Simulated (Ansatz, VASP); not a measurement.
Two plane-wave programs on Al5H

```
CELL_PARAMETERS angstrom
4.10079 0.00000 0.00000
0.00000 4.10079 0.00000
0.00000 0.00000 6.10518
ATOMIC_POSITIONS crystal
Al 0.50000 0.00000 0.70840
Al 0.00000 0.50000 0.70840
Al 0.00000 0.00000 0.42834
Al 0.50000 0.00000 0.14394
Al 0.00000 0.50000 0.14394
H 0.50000 0.50000 0.14996
```

Alike in both runs: functional PBE; k mesh 10 × 10 × 6; occupations gaussian, width 0.1 eV; no spin polarisation.

Ansatz relaxed the structure, and its values are those at the end. VASP's run is a single point on that final structure, the one shown.

|  | VASP | Ansatz |
| --- | --- | --- |
| version | VASP 6.6.1 | Ansatz 0.2.0 |
| potentials or method | VASP PAW PBE potentials, release 64 (Al, H), cutoff 520 eV | scalar-relativistic, plane waves, PAW |
| valence electrons in the cell | 16 | 16 |

|  | VASP | Ansatz | Ansatz less VASP |
| --- | --- | --- | --- |
| gap on the k mesh at the Fermi level (eV) | none | none | - |
| pressure (GPa) | 0.0 | 0.0 | +0.04 |

A gap of «none» marks a metal or a gap that the smearing closes.
